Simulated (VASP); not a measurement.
# PbS (rocksalt type) (Fm-3m) in VASP: notebook

The runs below take PbS (rocksalt type) through single point, relaxation of cell and atoms, with PBE.

Program: VASP 6.6.1. These are calculated values, not measurements. Logs are shortened: lines on timing, memory, paths and dates and some standing lists are left out, and cuts for length are marked.

## (1) The cell of the first run

Symmetry: Fm-3m, No. 225, cubic system. The conventional cell has a = 6.009 Å, b = 6.009 Å, c = 6.009 Å, α = 90.00°, β = 90.00°, γ = 90.00°. Within 4.0 Å of Pb (site symmetry m-3m) lie 6 S at 3.00 Å. S (site symmetry m-3m) has 6 Pb at 3.00 Å within 4.0 Å.

## (2) Single point, PBE

Input file INCAR:

```
ALGO = Normal
EDIFF = 1E-7
ENCUT = 520
GGA = PE
ISIF = 2
ISMEAR = 1
LASPH = True
LCHARG = False
LREAL = False
LWAVE = False
NBANDS = 17
NELM = 80
PREC = Accurate
SIGMA = 0.0771
```

Input file KPOINTS:

```
k-points
0
Gamma
  12 12 12
```

Input file POSCAR:

```
PbS
1.0
    0.0000000000      3.0042711419      3.0042711419
    3.0042711419      0.0000000000      3.0042711419
    3.0042711419      3.0042711419      0.0000000000
Pb S
1 1
Direct
    0.0000000000      0.0000000000      0.0000000000
    0.5000000000      0.5000000000      0.5000000000
```

Potentials or basis: VASP PAW PBE potentials, release 64 (Pb_d, S).

Started as:

```sh
$ cat potpaw_PBE.64/Pb_d/POTCAR potpaw_PBE.64/S/POTCAR > POTCAR
$ mpirun -np 1 vasp_std > vasp.out
```

OUTCAR:

```text
EDIFF = 1E-7
   ENCUT = 520
   GGA = PE
   ISIF = 2
   ISMEAR = 1
   LASPH = True
   LREAL = False
   NELM = 80
   PREC = Accurate

 ion  position               nearest neighbor table
   1  0.000  0.000  0.000-   2 3.00   2 3.00   2 3.00   2 3.00   2 3.00   2 3.00
   2  0.500  0.500  0.500-   1 3.00   1 3.00   1 3.00   1 3.00   1 3.00   1 3.00

  LATTYP: Found a face centered cubic cell.
 ALAT       =     6.0085422838

  Lattice vectors:

 A1 = (   0.0000000000,   3.0042711419,   3.0042711419)
 A2 = (   3.0042711419,   0.0000000000,   3.0042711419)
 A3 = (   3.0042711419,   3.0042711419,   0.0000000000)

Analysis of symmetry for initial positions (statically):
=====================================================================
 Subroutine PRICEL returns:
 Original cell was already a primitive cell.

 Routine SETGRP: Setting up the symmetry group for a
 face centered cubic supercell.

 Subroutine GETGRP returns: Found 48 space group operations
 (whereof 48 operations were pure point group operations)
 out of a pool of 48 trial point group operations.

The static configuration has the point symmetry O_h .

Analysis of symmetry for dynamics (positions and initial velocities):
=====================================================================
 Subroutine PRICEL returns:
 Original cell was already a primitive cell.

 Routine SETGRP: Setting up the symmetry group for a
 face centered cubic supercell.

 Subroutine GETGRP returns: Found 48 space group operations
 (whereof 48 operations were pure point group operations)
 out of a pool of 48 trial point group operations.

The dynamic configuration has the point symmetry O_h .

 Subroutine INISYM returns: Found 48 space group operations
 (whereof 48 operations are pure point group operations),
 and found     1 'primitive' translations

----------------------------------------------------------------------------------------

                                     Primitive cell

  volume of cell :      54.2310

  direct lattice vectors                    reciprocal lattice vectors
     0.000000000  3.004271142  3.004271142    -0.166429718  0.166429718  0.166429718
     3.004271142  0.000000000  3.004271142     0.166429718 -0.166429718  0.166429718
     3.004271142  3.004271142  0.000000000     0.166429718  0.166429718 -0.166429718

  length of vectors
     4.248680994  4.248680994  4.248680994     0.288264728  0.288264728  0.288264728

  position of ions in fractional coordinates (direct lattice)
[... 78 lines left out ...]
   NELM   =     80;   NELMIN=  2; NELMDL= -5     # of ELM steps
   EDIFF  = 0.1E-06   stopping-criterion for ELM
   LREAL  =      F    real-space projection
   EDIFFG = 0.1E-05   stopping-criterion for IOM
   NSW    =      0    number of steps for IOM
   IBRION =     -1    ionic relax: 0-MD 1-quasi-New 2-CG
   NFREE  =      0    steps in history (QN), initial steepest desc. (CG)
   ISIF   =      2    stress and relaxation
   ISYM   =      2    0-nonsym 1-usesym 2-fastsym
   POTIM  = 0.5000    time-step for ionic-motion
   TEBEG  =    0.0;   TEEND  =   0.0 temperature during run
   PSTRESS=    0.0 pullay stress
   NELECT =      20.0000    total number of electrons
   NUPDOWN=      -1.0000    fix difference up-down
   EMIN   =  10.00;   EMAX   =-10.00  energy-range for DOS
   EFERMI =   0.00;   METHOD = LEGACY
   ISMEAR =     1;   SIGMA  =   0.08  broadening in eV -4-tet -1-fermi 0-gaus
   EFERMI_NEDOS =   21; number of points for ismear=-14 and -15
   IALGO  =     38    algorithm
   IMIX   =      4    mixing-type and parameters
     AMIX     =   0.40;   BMIX     =  1.00
     AMIX_MAG =   1.60;   BMIX_MAG =  1.00
  volume/ion in A,a.u.               =      27.12       182.98
  Fermi-wavevector in a.u.,A,eV,Ry     =   1.174003  2.218543 18.752665  1.378282
  Thomas-Fermi vector in A             =   2.310407
   LORBIT       =      0    0 simple, 1 ext, 2 COOP (PROOUT), +10 PAW based schemes
   GGA     = PE    functional components
   LHFCALC =     F    Hartree Fock is set to
   AEXX    =    0.0000 exact exchange contribution
   IVDW    =     0    specifies the selected vdW correction
   LEPSILON=     F    determine dielectric tensor
   LRPA    =     F    only Hartree local field effects (RPA)
 non-spin polarized calculation
 Methfessel and Paxton  Order N= 1 SIGMA  =   0.08
  energy-cutoff  :      520.00
  volume of cell :       54.23
 maximum number of plane-waves:      1477
   NGX = 15   NGY = 15   NGZ = 15

 number of electron      20.0000003 magnetization

 Free energy of the ion-electron system (eV)
  ---------------------------------------------------
  ext. energy  EPLUGINS =         0.00000000
  ---------------------------------------------------
  free energy    TOTEN  =        -8.76942596 eV

  energy without entropy =       -8.76943630  energy(sigma->0) =       -8.76942941

 E-fermi :   5.3489     XC(G=0):  -9.5012

 val. band max:        5.2839646624   @ k =   0.5000   0.0000   0.0000
 cond. band min:       5.7823425244   @ k =   0.5000   0.0000   0.0000
 fundamental gap:      0.4983778619
 Fermi energy:         5.3488737808

 k-point     1 :       0.0000    0.0000    0.0000
  band No.  band energies     occupation
      1     -11.4445      2.00000
      2     -11.4445      2.00000
      3     -11.4445      2.00000
      4     -11.4271      2.00000
      5     -11.4271      2.00000
      6      -7.9327      2.00000
[... 457 lines left out ...]
      4     -11.4126      2.00000
      5     -11.4037      2.00000
      6      -6.6718      2.00000
[... 9 lines left out ...]
     16      14.9338      0.00000
     17      16.7215      0.00000

 [... further k-points ...]

------------------------ aborting loop because EDIFF is reached ----------------------------------------

  FORCE on cell =-STRESS in cart. coord.  units (eV):
  Direction    XX          YY          ZZ          XY          YZ          ZX
  --------------------------------------------------------------------------------------
  -------------------------------------------------------------------------------------
  Total       -0.0191155     -0.0191155     -0.0191155     -0.0000000      0.0000000     -0.0000000
  in kB       -0.5647405     -0.5647405     -0.5647405     -0.0000000      0.0000000     -0.0000000
  external PRESSURE =      -0.5647405 kB  Pullay stress =       0.0000000 kB

 VOLUME and BASIS-vectors are now :
 -----------------------------------------------------------------------------
  energy-cutoff  :      520.00
  volume of cell :       54.23
      direct lattice vectors                 reciprocal lattice vectors
     0.000000000  3.004271142  3.004271142    -0.166429718  0.166429718  0.166429718
     3.004271142  0.000000000  3.004271142     0.166429718 -0.166429718  0.166429718
     3.004271142  3.004271142  0.000000000     0.166429718  0.166429718 -0.166429718

 POSITION                                       TOTAL-FORCE (eV/Angst)
 -----------------------------------------------------------------------------------
      0.00000      0.00000      0.00000         0.000000     -0.000000      0.000000
      3.00427      3.00427      3.00427        -0.000000      0.000000     -0.000000
 -----------------------------------------------------------------------------------
    total drift:                                0.000000     -0.000000     -0.000000

  FREE ENERGIE OF THE ION-ELECTRON SYSTEM (eV)
  ---------------------------------------------------
  free  energy   TOTEN  =        -8.7694259573 eV

  energy  without entropy=       -8.7694363049  energy(sigma->0) =       -8.76942941
```

Run time: 58 s. Hardware: 1 thread of Intel Xeon 8259CL, shared host; peak memory 0.21 GiB.

Results:

| Quantity | Value |
| --- | --- |
| Free energy | -8.7694 eV |
| Pressure | -0.1 GPa |
| Band gap on the k mesh | 0.50 eV |

Caveat: spin-orbit coupling is left out, which moves the levels of the heavy elements. A k mesh can miss the band edges.

## (3) Single point, PBE

Input file INCAR:

```
ALGO     = Normal         # electronic algorithm
EDIFF    = 1E-6           # SCF threshold, eV
ENCUT    = 520            # plane-wave cutoff, eV
GGA      = PE             # functional
ISIF     = 2              # what is computed and relaxed
ISMEAR   = -5             # smearing method
LASPH    = True           # aspherical terms in the spheres
LCHARG   = False          # write CHGCAR
LREAL    = False          # projectors in reciprocal space
LWAVE    = False          # write WAVECAR
NBANDS   = 17             # bands
NELM     = 60             # most SCF steps
PREC     = Accurate       # precision mode
SIGMA    = 0.1            # smearing width, eV
```

KPOINTS is that of step 2.

POSCAR is that of step 2.

Potentials or basis: VASP PAW PBE potentials, release 64 (Pb_d, S).

Started as:

```sh
$ cat potpaw_PBE.64/Pb_d/POTCAR potpaw_PBE.64/S/POTCAR > POTCAR
$ mpirun -np 1 vasp_std > vasp.out
```

OUTCAR:

```text
EDIFF = 1E-6
   ENCUT = 520
   GGA = PE
   ISIF = 2
   ISMEAR = -5
   LASPH = True
   LREAL = False
   NELM = 60
   PREC = Accurate

 ion  position               nearest neighbor table
   1  0.000  0.000  0.000-   2 3.00   2 3.00   2 3.00   2 3.00   2 3.00   2 3.00
   2  0.500  0.500  0.500-   1 3.00   1 3.00   1 3.00   1 3.00   1 3.00   1 3.00

  LATTYP: Found a face centered cubic cell.
 ALAT       =     6.0085422838

  Lattice vectors:

 A1 = (   0.0000000000,   3.0042711419,   3.0042711419)
 A2 = (   3.0042711419,   0.0000000000,   3.0042711419)
 A3 = (   3.0042711419,   3.0042711419,   0.0000000000)

Analysis of symmetry for initial positions (statically):
=====================================================================
 Subroutine PRICEL returns:
 Original cell was already a primitive cell.

 Routine SETGRP: Setting up the symmetry group for a
 face centered cubic supercell.

 Subroutine GETGRP returns: Found 48 space group operations
 (whereof 48 operations were pure point group operations)
 out of a pool of 48 trial point group operations.

The static configuration has the point symmetry O_h .
[... 160 lines left out ...]

  energy without entropy =       -8.76943630  energy(sigma->0) =       -8.76943630

 E-fermi :   5.3617     XC(G=0):  -9.5012

 val. band max:        5.2839646625   @ k =   0.5000   0.0000   0.0000
 cond. band min:       5.7823425244   @ k =   0.5000   0.0000   0.0000
 fundamental gap:      0.4983778618
 Fermi energy:         5.3617362920

 k-point     1 :       0.0000    0.0000    0.0000
  band No.  band energies     occupation
      1     -11.4445      2.00000
      2     -11.4445      2.00000
      3     -11.4445      2.00000
      4     -11.4271      2.00000
      5     -11.4271      2.00000
      6      -7.9327      2.00000
[... 457 lines left out ...]
      4     -11.4126      2.00000
      5     -11.4037      2.00000
      6      -6.6718      2.00000
[... 9 lines left out ...]
     16      14.9338      0.00000
     17      16.7215      0.00000

 [... further k-points ...]

------------------------ aborting loop because EDIFF is reached ----------------------------------------

  FORCE on cell =-STRESS in cart. coord.  units (eV):
  Direction    XX          YY          ZZ          XY          YZ          ZX
  --------------------------------------------------------------------------------------
  -------------------------------------------------------------------------------------
  Total       -0.0188296     -0.0188296     -0.0188296     -0.0000000     -0.0000000     -0.0000000
  in kB       -0.5562928     -0.5562928     -0.5562928     -0.0000000     -0.0000000     -0.0000000
  external PRESSURE =      -0.5562928 kB  Pullay stress =       0.0000000 kB

 VOLUME and BASIS-vectors are now :
 -----------------------------------------------------------------------------
  energy-cutoff  :      520.00
  volume of cell :       54.23
      direct lattice vectors                 reciprocal lattice vectors
     0.000000000  3.004271142  3.004271142    -0.166429718  0.166429718  0.166429718
     3.004271142  0.000000000  3.004271142     0.166429718 -0.166429718  0.166429718
     3.004271142  3.004271142  0.000000000     0.166429718  0.166429718 -0.166429718

 POSITION                                       TOTAL-FORCE (eV/Angst)
 -----------------------------------------------------------------------------------
      0.00000      0.00000      0.00000        -0.000000     -0.000000      0.000000
      3.00427      3.00427      3.00427         0.000000      0.000000     -0.000000
 -----------------------------------------------------------------------------------
    total drift:                                0.000000     -0.000000     -0.000000

  FREE ENERGIE OF THE ION-ELECTRON SYSTEM (eV)
  ---------------------------------------------------
  free  energy   TOTEN  =        -8.7694363030 eV

  energy  without entropy=       -8.7694363030  energy(sigma->0) =       -8.76943630
```

Wall time 50 s (1 thread of Intel Xeon 8259CL, shared host); peak memory 0.22 GiB.

What came out:

| Property | Result |
| --- | --- |
| Free energy | -8.7694 eV |
| Pressure | -0.1 GPa |
| Band gap on the k mesh | 0.50 eV |

Levels at points of the mesh, in eV from the valence-band top:
```tsv
k point	band 7	band 8	band 9	band 10	band 11	band 12	band 13	band 14
(0.00, 0.00, 0.00)	-6.07	-1.94	-1.94	-1.94	5.14	5.14	5.14	6.87
(0.50, 0.00, 0.00)	-8.59	-1.58	-1.58	0.00	0.50	2.08	2.08	8.65
(0.50, 0.50, 0.00)	-7.11	-4.83	-3.15	-3.15	4.07	5.48	5.58	5.58
```

Caveat: spin-orbit coupling is left out, which moves the levels of the heavy elements.

## (4) Relaxation of cell and atoms, PBE

This run uses another cell than the first one, of 19.54 Å³/atom.

Input file INCAR:

```
PREC     = Accurate       # precision mode
ENCUT    = 600            # plane-wave cutoff, eV
EDIFF    = 1E-6           # SCF threshold, eV
ISMEAR   = -1             # smearing method
SIGMA    = 0.05           # smearing width, eV
LREAL    = False          # projectors in reciprocal space
LASPH    = True           # aspherical terms in the spheres
NELM     = 60             # most SCF steps
ALGO     = Normal         # electronic algorithm
ISIF     = 3              # what is computed and relaxed
LWAVE    = False          # write WAVECAR
LCHARG   = False          # write CHGCAR
GGA      = PE             # functional
IBRION   = 2              # ionic algorithm
NSW      = 100            # ionic steps
EDIFFG   = -0.005         # ionic threshold
```

Input file KPOINTS:

```
regular mesh
0
Gamma
  12 12 12
```

Input file POSCAR:

```
PbS
1.0
    0.0000000000      2.6934405027      2.6934405027
    2.6934405027      0.0000000000      2.6934405027
    2.6934405027      2.6934405027      0.0000000000
Pb S
1 1
Direct
    0.0000000000      0.0000000000      0.0000000000
    0.5000000000      0.5000000000      0.5000000000
```

Started as:

```sh
$ cat potpaw_PBE.64/Pb_d/POTCAR potpaw_PBE.64/S/POTCAR > POTCAR
$ mpirun -np 1 vasp_std > vasp.out
```

Run time: 2.9 min. Hardware: 1 thread of Intel Xeon 8259CL, shared host; peak memory 0.21 GiB.

It converged, with:

- Free energy: -8.7639 eV
- Relaxed volume: 27.09 Å³/atom
- Relaxed cell: a = 4.247 Å, b = 4.247 Å, c = 4.247 Å, α = 60.00°, β = 60.00°, γ = 60.00°
- Space group after relaxing (to 0.1 Å): Fm-3m (No. 225)
- Energy gained by relaxing: 611.5 meV/atom
- Ionic steps: 3
- Pressure after relaxing: 0.0 GPa
- Band gap on the k mesh: 0.50 eV

Step by step:
| step | energy change (eV) | largest force (eV/Å) | pressure (GPa) | volume (Å³) |
| --- | --- | --- | --- | --- |
| 1 | 0.0000 | 0.0000 | 34.40 | 39.08 |
| 2 | -0.8410 | 0.0000 | -7.24 | 67.94 |
| 3 | -1.2231 | 0.0000 | 0.01 | 54.18 |

Final structure:
```xyz
2
Lattice="0.0000 3.0033 3.0033 3.0033 0.0000 3.0033 3.0033 3.0033 0.0000" Properties=species:S:1:pos:R:3 pbc="T T T"
Pb    0.0000    0.0000    0.0000
S     3.0033    3.0033    3.0033
```

Levels at points of the mesh, in eV from the valence-band top:
| k point | band 8 | band 9 | band 10 | band 11 | band 12 | band 13 |
| --- | --- | --- | --- | --- | --- | --- |
| (0.00, 0.00, 0.00) | -1.95 | -1.95 | -1.95 | 5.14 | 5.14 | 5.14 |
| (0.50, 0.00, 0.00) | -1.59 | -1.59 | 0.00 | 0.50 | 2.08 | 2.08 |
| (0.50, 0.50, 0.00) | -4.84 | -3.16 | -3.16 | 4.06 | 5.49 | 5.58 |

Caveat: the volume moved by over 15 % at a fixed basis, so the end points are rough; spin-orbit coupling is left out, which moves the levels of the heavy elements.

## (5) Overview

| task | cell | cutoff (eV) | smearing | gap on the mesh (eV) | pressure (GPa) |
| --- | --- | --- | --- | --- | --- |
| single point | a = 4.249 Å, angles 60.0°, 2 atoms | 520 | methfessel-paxton 0.0771 eV | 0.50 | -0.1 |
| single point | a = 4.249 Å, angles 60.0°, 2 atoms | 520 | tetrahedron | 0.50 | -0.1 |
| relaxation of cell and atoms | relaxed from a = 3.809 Å, angles 60.0°, 2 atoms | 600 | fermi-dirac 0.05 eV | 0.50 | 0.0 |

Alike in all rows: level PBE; potentials or basis VASP PAW PBE potentials, release 64 (Pb_d, S); no spin polarisation; k mesh 12 × 12 × 12.

Caveats: spin-orbit coupling is left out, which moves the levels of the heavy elements; the volume moved by over 15 % at a fixed basis, so the end points are rough (at least some runs).

Total energies depend on the potentials used, so only differences within one code and one set of settings carry meaning.
